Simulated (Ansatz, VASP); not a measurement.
## One calculation of LiH, two programs

File INCAR:

```
PREC = Accurate ; ENCUT = 520
EDIFF = 1E-6 ; ISMEAR = 0
SIGMA = 0.05 ; LREAL = Auto
LASPH = T ; NELM = 80
ALGO = Normal ; ISIF = 2
LWAVE = F ; LCHARG = F
GGA = PS ; NBANDS = 30
```

Contents of KPOINTS:

```
Automatic mesh
0
Gamma
  6 8 2
```

File POSCAR:

```
LiH
1.0
    3.9791438971      0.0000000000      0.0000000000
    0.0000000000      1.9895719486     -1.9895719486
    0.0000000000      7.9582877942      7.9582877942
Li H
8 8
Direct
    0.0000000000      0.0000000000      0.2500000000
    0.5000000000      0.5000000000      0.3750000000
    0.0000000000      0.0000000000      0.5000000000
    0.5000000000      0.5000000000      0.6250000000
    0.0000000000      0.0000000000      0.7500000000
    0.5000000000      0.5000000000      0.8750000000
    0.0000000000      0.0000000000      0.0000000000
    0.5000000000      0.5000000000      0.1250000000
    0.5000000000      0.0000000000      0.2500000000
    0.0000000000      0.5000000000      0.3750000000
    0.5000000000      0.0000000000      0.5000000000
    0.0000000000      0.5000000000      0.6250000000
    0.5000000000      0.0000000000      0.7500000000
    0.0000000000      0.5000000000      0.8750000000
    0.5000000000      0.0000000000      0.0000000000
    0.0000000000      0.5000000000      0.1250000000
```

Input for Ansatz:

```yaml
crystal:
  lattice:
    - [3.9791438971, 0.0, 0.0]
    - [0.0, 1.9895719486, -1.9895719486]
    - [0.0, 7.9582877942, 7.9582877942]
  atoms:
    - { symbol: Li, position: [0.0, 0.0, 0.25] }
    - { symbol: Li, position: [0.5, 0.5, 0.375] }
    - { symbol: Li, position: [0.0, 0.0, 0.5] }
    - { symbol: Li, position: [0.5, 0.5, 0.625] }
    - { symbol: Li, position: [0.0, 0.0, 0.75] }
    - { symbol: Li, position: [0.5, 0.5, 0.875] }
    - { symbol: Li, position: [0.0, 0.0, 0.0] }
    - { symbol: Li, position: [0.5, 0.5, 0.125] }
    - { symbol: H, position: [0.5, 0.0, 0.25] }
    - { symbol: H, position: [0.0, 0.5, 0.375] }
    - { symbol: H, position: [0.5, 0.0, 0.5] }
    - { symbol: H, position: [0.0, 0.5, 0.625] }
    - { symbol: H, position: [0.5, 0.0, 0.75] }
    - { symbol: H, position: [0.0, 0.5, 0.875] }
    - { symbol: H, position: [0.5, 0.0, 0.0] }
    - { symbol: H, position: [0.0, 0.5, 0.125] }
basis:
  ecutwfc: 420
kpoints:
  mp_grid: { grid: [6, 8, 2] }
hamiltonian:
  xc: pbesol
scf:
  occupations: { method: gaussian, width: 0.05 }
output:
  forces: true
  stress: true
  eigenvalues: true
  write_density: true
  write_potential: true
  elf: true
  volumetric_format: npy
```

Alike in both runs: task single point; functional PBEsol; k mesh 6 × 8 × 2; occupations gaussian, width 0.05 eV; no spin polarisation.

```csv
,VASP,Ansatz
version,VASP 6.6.1,Ansatz 0.2.0
potentials or method,"VASP PAW PBE potentials, release 64 (Li_sv, H), cutoff 520 eV","scalar-relativistic, plane waves, PAW"
valence electrons in the cell,32,32
```

```tsv
	VASP	Ansatz	Ansatz less VASP
gap on the k mesh at the Fermi level (eV)	2.73	2.73	0.000
least direct gap on the mesh (eV)	2.73	2.73	0.000
```

VASP's potentials were made for PBE, not for PBEsol. With one functional, cell and mesh, what is left measures potentials, basis and numerics.

Noted on VASP's run: the cutoff is short for stress, so the pressure is rough.
